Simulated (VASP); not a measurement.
Set up this calculation in VASP 6.6.1, as the native input.

- Task: single point
- Functional: PBE
- Potentials or basis: VASP PAW PBE potentials, release 64 (Hg, Te)
- Cutoff: 520 eV
- k mesh: 6 × 6 × 6
- Occupations: fermi-dirac, width 0.02 eV
- Spin: no spin polarisation
- Dipole correction: no
- Further INCAR settings: ALGO = Normal; EDIFF = 1e-06; NBANDS = 16

The structure of HgTe lies in POSCAR:

```
HgTe
1.0
   -0.0256554315      3.2891578888      3.2891578888
    3.2891578888     -0.0256554315      3.2891578888
    3.2635024573      3.2635024573      0.0000000000
Hg Te
1 1
Direct
   -0.0016428848     -0.0016428848      0.0016428848
    0.2516428848      0.2516428848      0.2483571152
```

This cell differs from its parent crystal: shear xy strain -1.6%.

The input as run:

INCAR

```
ALGO = Normal
EDIFF = 1E-6
ENCUT = 520
GGA = PE
ISIF = 2
ISMEAR = -1
LASPH = T
LCHARG = F
LREAL = F
LWAVE = F
NBANDS = 16
NELM = 60
PREC = Accurate
SIGMA = 0.02
```

KPOINTS

```
k-points
0
Gamma
  6 6 6
```

Potentials or basis: VASP PAW PBE potentials, release 64 (Hg, Te).

The run is started by

```sh
$ cat potpaw_PBE.64/Hg/POTCAR potpaw_PBE.64/Te/POTCAR > POTCAR
$ mpirun -np 1 vasp_std > vasp.out
```

It gave:

```yaml
Pressure: 1.3 GPa
Largest_force: 0.004 eV/Å
Band_gap_on_the_k_mesh: 0.03 eV, direct
```

Caveat: the cell differs from its parent crystal (shear xy strain -1.6%); spin-orbit coupling is left out, which moves the levels of the heavy elements.

Wall time 48 s on 1 thread of Intel Xeon 6975P-C, on a shared host, peak memory 0.23 GiB.
